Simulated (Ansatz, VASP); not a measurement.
# Na: VASP beside Ansatz

```
CELL_PARAMETERS angstrom
-2.05128 2.05128 2.25641
2.05128 -2.05128 2.25641
2.05128 2.05128 -2.25641
ATOMIC_POSITIONS crystal
Na 0.00000 0.00000 0.00000
```

Alike in both runs: task single point; functional PBEsol; k mesh 18 × 18 × 18; occupations gaussian, width 0.15 eV; no spin polarisation.

|  | VASP | Ansatz |
| --- | --- | --- |
| version | VASP 6.6.1 | Ansatz 0.2.0 |
| potentials or method | VASP PAW PBE potentials, release 64 (Na_pv), cutoff 520 eV | scalar-relativistic, plane waves, PAW |
| valence electrons in the cell | 7 | 9 |

|  | VASP | Ansatz | Ansatz less VASP |
| --- | --- | --- | --- |
| gap on the k mesh at the Fermi level (eV) | none | none | - |
| pressure (GPa) | -0.2 | -0.3 | -0.17 |

VASP's potentials were made for PBE, not for PBEsol. A gap of «none» marks a metal or a gap that the smearing closes. VASP's potentials hold 7 valence electrons a cell and Ansatz's 9, so a difference there can come from the potentials and not from the codes.
